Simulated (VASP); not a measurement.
# CdS (P6_3mc) in VASP: further runs

The runs below take CdS through electric field gradients, with PBE.

All numbers are computed with VASP 6.6.1; they aren't measurements. Logs are shortened: lines on timing, memory, paths and dates and some standing lists are left out, and cuts for length are marked.

## Step 1: The cell of the first run

It takes space group P6_3mc (No. 186, hexagonal). Conventional cell: a = 4.079 Å, b = 4.079 Å, c = 6.658 Å, α = 90.00°, β = 90.00°, γ = 120.00°. Within 3.3 Å of Cd (site symmetry 3m) lie 4 S at 2.48 to 2.56 Å. Within 3.3 Å of S (site symmetry 3m) lie 4 Cd at 2.48 to 2.56 Å.

## Step 2: Electric field gradients, PBE (volume scaled by 0.96)

File INCAR:

```
ALGO = Normal
EDIFF = 1E-8
ENCUT = 520
GGA = PE
ISIF = 2
ISMEAR = -1
LASPH = T
LCHARG = F
LEFG = T
LREAL = F
LWAVE = F
NBANDS = 26
NELM = 60
PREC = Accurate
SIGMA = 0.01
```

File KPOINTS:

```
k-points
0
Gamma
  7 7 4
```

File POSCAR:

```
CdS
1.0
    4.0789166881      0.0000000000      0.0000000000
   -2.0394583441      3.5324454719      0.0000000000
    0.0000000000      0.0000000000      6.6577861159
Cd S
2 2
Direct
    0.3333333333      0.6666666667      0.0000000000
    0.6666666667      0.3333333333      0.5000000000
    0.3333333333      0.6666666667      0.3850000000
    0.6666666667      0.3333333333      0.8850000000
```

Potentials or basis: VASP PAW PBE potentials, release 64 (Cd, S).

Command:

```bash
> cat potpaw_PBE.64/Cd/POTCAR potpaw_PBE.64/S/POTCAR > POTCAR
> mpirun -np 1 vasp_std > vasp.out
```

OUTCAR:

```text
EDIFF = 1E-8
   ENCUT = 520
   GGA = PE
   ISIF = 2
   ISMEAR = -1
   LASPH = T
   LREAL = F
   NELM = 60
   PREC = Accurate

 ion  position               nearest neighbor table
   1  0.333  0.667  0.000-   4 2.48   4 2.48   4 2.48   3 2.56
   2  0.667  0.333  0.500-   3 2.48   3 2.48   3 2.48   4 2.56
   3  0.333  0.667  0.385-   2 2.48   2 2.48   2 2.48   1 2.56
   4  0.667  0.333  0.885-   1 2.48   1 2.48   1 2.48   2 2.56

  LATTYP: Found a hexagonal cell.
 ALAT       =     4.0789166881
 C/A-ratio  =     1.6322437120

  Lattice vectors:

 A1 = (   4.0789166881,   0.0000000000,   0.0000000000)
 A2 = (  -2.0394583441,   3.5324454719,   0.0000000000)
 A3 = (   0.0000000000,   0.0000000000,   6.6577861159)

Analysis of symmetry for initial positions (statically):
=====================================================================
 Subroutine PRICEL returns:
 Original cell was already a primitive cell.

 Routine SETGRP: Setting up the symmetry group for a
 hexagonal supercell.

 Subroutine GETGRP returns: Found 12 space group operations
 (whereof  6 operations were pure point group operations)
 out of a pool of 24 trial point group operations.

The static configuration has the point symmetry C_3v.
 The point group associated with its full space group is C_6v.

Analysis of symmetry for dynamics (positions and initial velocities):
=====================================================================
 Subroutine PRICEL returns:
 Original cell was already a primitive cell.

 Routine SETGRP: Setting up the symmetry group for a
 hexagonal supercell.

 Subroutine GETGRP returns: Found 12 space group operations
 (whereof  6 operations were pure point group operations)
 out of a pool of 24 trial point group operations.

The dynamic configuration has the point symmetry C_3v.
 The point group associated with its full space group is C_6v.

 Subroutine INISYM returns: Found 12 space group operations
 (whereof  6 operations are pure point group operations),
 and found     1 'primitive' translations

----------------------------------------------------------------------------------------

                                     Primitive cell

  volume of cell :      95.9290

  direct lattice vectors                    reciprocal lattice vectors
     4.078916688  0.000000000  0.000000000     0.245163134  0.141545002  0.000000000
    -2.039458344  3.532445472  0.000000000     0.000000000  0.283090003  0.000000000
     0.000000000  0.000000000  6.657786116     0.000000000  0.000000000  0.150200079

  length of vectors
     4.078916688  4.078916688  6.657786116     0.283090003  0.283090003  0.150200079

  position of ions in fractional coordinates (direct lattice)
     0.333333333  0.666666667  0.000000000
     0.666666667  0.333333333  0.500000000
     0.333333333  0.666666667  0.385000000
     0.666666667  0.333333333  0.885000000

  ion indices of the primitive-cell ions
   primitive index   ion index
                 1           1
                 2           2
                 3           3
                 4           4

----------------------------------------------------------------------------------------

 KPOINTS: k-points

Automatic generation of k-mesh.
 Grid dimensions read from file:
 generate k-points for:    7    7    4

 Generating k-lattice:

  Cartesian coordinates                     Fractional coordinates (reciprocal lattice)
     0.035023305  0.020220715  0.000000000     0.142857143 -0.000000000  0.000000000
     0.000000000  0.040441429  0.000000000     0.000000000  0.142857143  0.000000000
     0.000000000  0.000000000  0.037550020     0.000000000  0.000000000  0.250000000

  Length of vectors
     0.040441429  0.040441429  0.037550020

  Shift w.r.t. Gamma in fractional coordinates (k-lattice)
     0.000000000  0.000000000  0.000000000

 Subroutine IBZKPT returns following result:
 ===========================================

 Found     24 irreducible k-points:

 Following reciprocal coordinates:
            Coordinates               Weight
  0.000000  0.000000  0.000000      1.000000
  0.142857 -0.000000  0.000000      6.000000
  0.285714  0.000000  0.000000      6.000000
  0.428571  0.000000  0.000000      6.000000
  0.142857  0.142857  0.000000      6.000000
  0.285714  0.142857  0.000000     12.000000
[... 16 lines left out ...]
  0.428571  0.142857  0.500000      6.000000
  0.285714  0.285714  0.500000      6.000000
   k-points           NKPTS =     24   k-points in BZ     NKDIM =     24   number of bands    NBANDS=     26
   number of dos      NEDOS =    301   number of ions     NIONS =      4
   total plane-waves  NPLWV =  45000
   dimension x,y,z NGX =    30 NGY =   30 NGZ =   50
   dimension x,y,z NGXF=    60 NGYF=   60 NGZF=  100
   ions per type =               2   2
   NGX,Y,Z   is equivalent  to a cutoff of  12.23, 12.23, 12.49 a.u.
   NGXF,Y,Z  is equivalent  to a cutoff of  24.45, 24.45, 24.97 a.u.
 SYSTEM =  unknown system
   PREC   = accura    normal or accurate (medium, high low for compatibility)
   ISTART =      0    job   : 0-new  1-cont  2-samecut
   ICHARG =      2    charge: 1-file 2-atom 10-const
   ISPIN  =      1    spin polarized calculation?
   LNONCOLLINEAR =      F non collinear calculations
   LSORBIT =      F    spin-orbit coupling
   LASPH  =      T    aspherical Exc in radial PAW
   ENCUT  =  520.0 eV  38.22 Ry    6.18 a.u.   7.58  7.58 12.38*2*pi/ulx,y,z
   NELM   =     60;   NELMIN=  2; NELMDL= -5     # of ELM steps
   EDIFF  = 0.1E-07   stopping-criterion for ELM
   LREAL  =      F    real-space projection
   EDIFFG = 0.1E-06   stopping-criterion for IOM
   NSW    =      0    number of steps for IOM
   IBRION =     -1    ionic relax: 0-MD 1-quasi-New 2-CG
   NFREE  =      0    steps in history (QN), initial steepest desc. (CG)
   ISIF   =      2    stress and relaxation
   ISYM   =      2    0-nonsym 1-usesym 2-fastsym
   POTIM  = 0.5000    time-step for ionic-motion
   TEBEG  =    0.0;   TEEND  =   0.0 temperature during run
   PSTRESS=    0.0 pullay stress
   NELECT =      36.0000    total number of electrons
   NUPDOWN=      -1.0000    fix difference up-down
   EMIN   =  10.00;   EMAX   =-10.00  energy-range for DOS
   EFERMI =   0.00;   METHOD = LEGACY
   ISMEAR =    -1;   SIGMA  =   0.01  broadening in eV -4-tet -1-fermi 0-gaus
   EFERMI_NEDOS =   21; number of points for ismear=-14 and -15
   IALGO  =     38    algorithm
   IMIX   =      4    mixing-type and parameters
     AMIX     =   0.40;   BMIX     =  1.00
     AMIX_MAG =   1.60;   BMIX_MAG =  1.00
  volume/ion in A,a.u.               =      23.98       161.84
  Fermi-wavevector in a.u.,A,eV,Ry     =   1.180843  2.231470 18.971841  1.394391
  Thomas-Fermi vector in A             =   2.317128
   LORBIT       =      0    0 simple, 1 ext, 2 COOP (PROOUT), +10 PAW based schemes
   GGA     = PE    functional components
[... 5 lines left out ...]
 non-spin polarized calculation
  energy-cutoff  :      520.00
  volume of cell :       95.93
 maximum number of plane-waves:      2609
   NGX = 15   NGY = 15   NGZ = 25

 number of electron      36.0000022 magnetization

 Free energy of the ion-electron system (eV)
  ---------------------------------------------------
  ext. energy  EPLUGINS =         0.00000000
  ---------------------------------------------------
  free energy    TOTEN  =       -12.13349748 eV

  energy without entropy =      -12.13349748  energy(sigma->0) =      -12.13349748

 E-fermi :   1.8434     XC(G=0):  -9.3017

 val. band max:        1.6085758150   @ k =   0.0000   0.0000   0.0000
 cond. band min:       2.9301963749   @ k =   0.0000   0.0000   0.0000
 fundamental gap:      1.3216205599
 Fermi energy:         1.8434135153

 k-point     1 :       0.0000    0.0000    0.0000
  band No.  band energies     occupation
      1     -10.9848      2.00000
      2     -10.5359      2.00000
      3      -6.2534      2.00000
      4      -6.2534      2.00000
      5      -6.1770      2.00000
      6      -6.1770      2.00000
[... 18 lines left out ...]
     25       9.1783      0.00000
     26       9.4220      0.00000

 k-point     2 :       0.1429   -0.0000    0.0000
  band No.  band energies     occupation
      1     -10.9066      2.00000
      2     -10.4992      2.00000
      3      -6.2162      2.00000
      4      -6.2132      2.00000
      5      -6.1442      2.00000
      6      -6.1291      2.00000
[... 18 lines left out ...]
     25       9.1916      0.00000
     26       9.6500      0.00000

 k-point     3 :       0.2857    0.0000    0.0000
  band No.  band energies     occupation
      1     -10.7212      2.00000
      2     -10.4255      2.00000
      3      -6.1432      2.00000
      4      -6.1384      2.00000
      5      -6.0191      2.00000
      6      -6.0024      2.00000
[... 18 lines left out ...]
     25       9.8206      0.00000
     26      10.2598      0.00000

 k-point     4 :       0.4286    0.0000    0.0000
  band No.  band energies     occupation
      1     -10.5530      2.00000
      2     -10.3856      2.00000
      3      -6.1130      2.00000
      4      -6.1010      2.00000
      5      -5.9320      2.00000
      6      -5.8894      2.00000
[... 18 lines left out ...]
     25      10.1018      0.00000
     26      11.5250      0.00000
[... 496 lines left out ...]
      1     -10.4821      2.00000
      2     -10.4821      2.00000
      3      -6.0603      2.00000
      4      -6.0603      2.00000
      5      -6.0229      2.00000
      6      -6.0229      2.00000
[... 18 lines left out ...]
     25       9.9188      0.00000
     26       9.9188      0.00000

 k-point    23 :       0.4286    0.1429    0.5000
  band No.  band energies     occupation
      1     -10.4298      2.00000
      2     -10.4298      2.00000
      3      -6.0447      2.00000
      4      -6.0447      2.00000
      5      -6.0047      2.00000
      6      -6.0047      2.00000
[... 18 lines left out ...]
     25      10.4831      0.00000
     26      10.4831      0.00000

 k-point    24 :       0.2857    0.2857    0.5000
  band No.  band energies     occupation
      1     -10.4179      2.00000
      2     -10.4179      2.00000
      3      -6.0209      2.00000
      4      -6.0209      2.00000
      5      -5.9945      2.00000
      6      -5.9945      2.00000
[... 18 lines left out ...]
     25      10.3621      0.00000
     26      10.3621      0.00000

------------------------ aborting loop because EDIFF is reached ----------------------------------------

  FORCE on cell =-STRESS in cart. coord.  units (eV):
  Direction    XX          YY          ZZ          XY          YZ          ZX
  --------------------------------------------------------------------------------------
  -------------------------------------------------------------------------------------
  Total        4.0757185      4.0757185      2.3133508     -0.0000000     -0.0000000      0.0000000
  in kB       68.0713906     68.0713906     38.6368694     -0.0000000     -0.0000000      0.0000000
  external PRESSURE =      58.2598835 kB  Pullay stress =       0.0000000 kB

 VOLUME and BASIS-vectors are now :
 -----------------------------------------------------------------------------
  energy-cutoff  :      520.00
  volume of cell :       95.93
      direct lattice vectors                 reciprocal lattice vectors
     4.078916688  0.000000000  0.000000000     0.245163134  0.141545002  0.000000000
    -2.039458344  3.532445472  0.000000000     0.000000000  0.283090003  0.000000000
     0.000000000  0.000000000  6.657786116     0.000000000  0.000000000  0.150200079

 POSITION                                       TOTAL-FORCE (eV/Angst)
 -----------------------------------------------------------------------------------
     -0.00000      2.35496      0.00000         0.000000      0.000000      0.313617
      2.03946      1.17748      3.32889        -0.000000      0.000000      0.313617
     -0.00000      2.35496      2.56325         0.000000     -0.000000     -0.313617
      2.03946      1.17748      5.89214        -0.000000      0.000000     -0.313617
 -----------------------------------------------------------------------------------
    total drift:                               -0.000000      0.000000      0.000270

  FREE ENERGIE OF THE ION-ELECTRON SYSTEM (eV)
  ---------------------------------------------------
  free  energy   TOTEN  =       -12.1334974762 eV

  energy  without entropy=      -12.1334974762  energy(sigma->0) =      -12.13349748

 Electric field gradients (V/A^2)
---------------------------------------------------------------------
 ion       V_xx      V_yy      V_zz      V_xy      V_xz      V_yz
---------------------------------------------------------------------
   1     -18.688   -18.685    37.373     0.002     0.000    -0.000
   2     -18.688   -18.685    37.373     0.002    -0.000     0.000
   3       3.004     3.005    -6.009     0.000     0.000    -0.000
   4       3.004     3.005    -6.009     0.000    -0.000     0.000
---------------------------------------------------------------------

 Electric field gradients after diagonalization (V/A^2)
 (convention: |V_zz| > |V_xx| > |V_yy|)
----------------------------------------------------------------------
 ion       V_xx      V_yy      V_zz     asymmetry (V_yy - V_xx)/ V_zz
----------------------------------------------------------------------
   1     -18.689   -18.684    37.373       0.000
   2     -18.689   -18.684    37.373       0.000
   3       3.005     3.004    -6.009       0.000
   4       3.005     3.004    -6.009       0.000
----------------------------------------------------------------------

           NMR quadrupolar parameters

 Cq : quadrupolar parameter    Cq=e*Q*V_zz/h
 eta: asymmetry parameters     (V_yy - V_xx)/ V_zz
 Q  : nuclear electric quadrupole moment in mb (millibarn)
----------------------------------------------------------------------
 ion       Cq(MHz)       eta       Q (mb)
----------------------------------------------------------------------
   1       0.090       0.000       1.000
   2       0.090       0.000       1.000
   3      -0.015       0.000       1.000
   4      -0.015       0.000       1.000
----------------------------------------------------------------------
```

It took 31 s on 1 thread of Intel Xeon 6975P-C (Granite Rapids), shared host; peak memory 0.22 GiB.

Results:

```
Free energy            : -12.1335 eV
Pressure               : 5.8 GPa
Largest force          : 0.314 eV/Å
Band gap on the k mesh : 1.32 eV, direct
```

Forces on the atoms (eV/Å):
```
Cd   0.000  0.000  0.314
Cd   0.000  0.000  0.314
S    0.000  0.000 -0.314
S    0.000  0.000 -0.314
```

Stress tensor (GPa, compression positive):
```
6.81 0.00 0.00
0.00 6.81 0.00
0.00 0.00 3.86
```

Levels at points of the mesh, in eV from the valence-band top:
```tsv
k point	band 15	band 16	band 17	band 18	band 19	band 20	band 21	band 22
(0.00, 0.00, 0.00)	-0.75	-0.06	0.00	0.00	1.32	2.78	6.48	6.48
(0.00, 0.00, 0.50)	-0.39	-0.39	-0.39	-0.39	2.91	2.91	6.17	6.17
```

Electric field gradients, principal values (V/Å²):
| atom | least | middle | greatest (by size) |
| --- | --- | --- | --- |
| 1 Cd | -18.684 | -18.689 | 37.373 |
| 2 Cd | -18.684 | -18.689 | 37.373 |
| 3 S | 3.004 | 3.005 | -6.009 |
| 4 S | 3.004 | 3.005 | -6.009 |

Caveat: without QUAD_EFG the Cq values of the log hold for a quadrupole moment of 1 mb, not for the nuclei.

## Step 3: Electric field gradients, PBE (volume scaled by 0.99)

File INCAR:

```
PREC     = Accurate       # precision mode
ENCUT    = 520            # plane-wave cutoff, eV
EDIFF    = 1E-8           # SCF threshold, eV
ISMEAR   = -1             # smearing method
SIGMA    = 0.01           # smearing width, eV
LREAL    = False          # projectors in reciprocal space
LASPH    = True           # aspherical terms in the spheres
NELM     = 60             # most SCF steps
ALGO     = Normal         # electronic algorithm
ISIF     = 2              # what is computed and relaxed
LWAVE    = False          # write WAVECAR
LCHARG   = False          # write CHGCAR
GGA      = PE             # functional
LEFG     = True         
NBANDS   = 26             # bands
```

File KPOINTS:

```
regular mesh
0
Gamma
  7 7 4
```

File POSCAR:

```
CdS
1.0
    4.1209703402      0.0000000000      0.0000000000
   -2.0604851701      3.5688650029      0.0000000000
    0.0000000000      0.0000000000      6.7264279250
Cd S
2 2
Direct
    0.3333333333      0.6666666667      0.0000000000
    0.6666666667      0.3333333333      0.5000000000
    0.3333333333      0.6666666667      0.3850000000
    0.6666666667      0.3333333333      0.8850000000
```

Potentials or basis: VASP PAW PBE potentials, release 64 (Cd, S).

Command:

```bash
> cat potpaw_PBE.64/Cd/POTCAR potpaw_PBE.64/S/POTCAR > POTCAR
> mpirun -np 1 vasp_std > vasp.out
```

OUTCAR:

```text
PREC = Accurate
   ENCUT = 520
   EDIFF = 1E-8
   ISMEAR = -1
   LREAL = False
   LASPH = True
   NELM = 60
   ISIF = 2
   GGA = PE

 ion  position               nearest neighbor table
   1  0.333  0.667  0.000-   4 2.50   4 2.50   4 2.50   3 2.59
   2  0.667  0.333  0.500-   3 2.50   3 2.50   3 2.50   4 2.59
   3  0.333  0.667  0.385-   2 2.50   2 2.50   2 2.50   1 2.59
   4  0.667  0.333  0.885-   1 2.50   1 2.50   1 2.50   2 2.59

  LATTYP: Found a hexagonal cell.
 ALAT       =     4.1209703402
 C/A-ratio  =     1.6322437120

  Lattice vectors:

 A1 = (   4.1209703402,   0.0000000000,   0.0000000000)
 A2 = (  -2.0604851701,   3.5688650029,   0.0000000000)
[... 920 lines left out ...]
 ion       V_xx      V_yy      V_zz      V_xy      V_xz      V_yz
---------------------------------------------------------------------
   1     -17.914   -17.914    35.828    -0.000    -0.000     0.000
   2     -17.914   -17.914    35.828    -0.000     0.000    -0.000
   3       3.277     3.278    -6.555     0.000    -0.000     0.000
   4       3.277     3.278    -6.555     0.000     0.000    -0.000
---------------------------------------------------------------------

 Electric field gradients after diagonalization (V/A^2)
 (convention: |V_zz| > |V_xx| > |V_yy|)
----------------------------------------------------------------------
 ion       V_xx      V_yy      V_zz     asymmetry (V_yy - V_xx)/ V_zz
----------------------------------------------------------------------
   1     -17.915   -17.914    35.828       0.000
   2     -17.915   -17.914    35.828       0.000
   3       3.278     3.277    -6.555       0.000
   4       3.278     3.277    -6.555       0.000
----------------------------------------------------------------------

           NMR quadrupolar parameters

 Cq : quadrupolar parameter    Cq=e*Q*V_zz/h
 eta: asymmetry parameters     (V_yy - V_xx)/ V_zz
 Q  : nuclear electric quadrupole moment in mb (millibarn)
----------------------------------------------------------------------
 ion       Cq(MHz)       eta       Q (mb)
----------------------------------------------------------------------
   1       0.087       0.000       1.000
   2       0.087       0.000       1.000
   3      -0.016       0.000       1.000
   4      -0.016       0.000       1.000
----------------------------------------------------------------------
```

Run time: 29 s. Hardware: 1 thread of Intel Xeon 6975P-C (Granite Rapids), shared host; peak memory 0.24 GiB.

What came out:

```
Free energy            : -12.2211 eV
Pressure               : 3.6 GPa
Largest force          : 0.279 eV/Å
Band gap on the k mesh : 1.25 eV, direct
```

Forces on the atoms (eV/Å):
```
Cd   0.000  0.000  0.279
Cd   0.000  0.000  0.279
S    0.000  0.000 -0.279
S    0.000  0.000 -0.279
```

Electric field gradients, principal values (V/Å²):
```csv
atom,least,middle,greatest (by size)
1 Cd,-17.914,-17.915,35.828
2 Cd,-17.914,-17.915,35.828
3 S,3.277,3.278,-6.555
4 S,3.277,3.278,-6.555
```

Caveat: without QUAD_EFG the Cq values of the log hold for a quadrupole moment of 1 mb, not for the nuclei.
